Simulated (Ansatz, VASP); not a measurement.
**Rb3LuBe2: VASP beside Ansatz**

```
Rb Lu Be
1.0
     6.64680    0.00000    0.00000
    -3.32340    5.75630    0.00000
     0.00000    0.00000    5.88073
Rb Lu Be
3 1 2
Direct
  0.00000 0.50000 0.94500
  0.50000 0.00000 0.94500
  0.50000 0.50000 0.94500
  0.00000 0.00000 0.44494
  0.66667 0.33333 0.44502
  0.33333 0.66667 0.44502
```

Change from the starting cell: species swapped into the NaSn2Pd3 type (P6mm, No. 183).

Alike in both runs: functional PBE; k mesh 3 × 3 × 4; occupations gaussian, width 0.1 eV; no spin polarisation.

Ansatz relaxed the structure, and its values are those at the end. VASP's run is a single point on that final structure, the one shown.

|  | VASP | Ansatz |
| --- | --- | --- |
| version | VASP 6.6.1 | Ansatz 0.2.0 |
| potentials or method | VASP PAW PBE potentials, release 64 (Rb_sv, Lu, Be), cutoff 520 eV | scalar-relativistic, plane waves, PAW |
| valence electrons in the cell | 56 | 56 |

|  | VASP | Ansatz | Ansatz less VASP |
| --- | --- | --- | --- |
| gap on the k mesh at the Fermi level (eV) | none | none | - |
| pressure (GPa) | 0.0 | 0.0 | -0.02 |

A gap of «none» marks a metal or a gap that the smearing closes.

The k mesh is coarse, so the values compare programs but aren't converged. Spin-orbit coupling is off throughout.
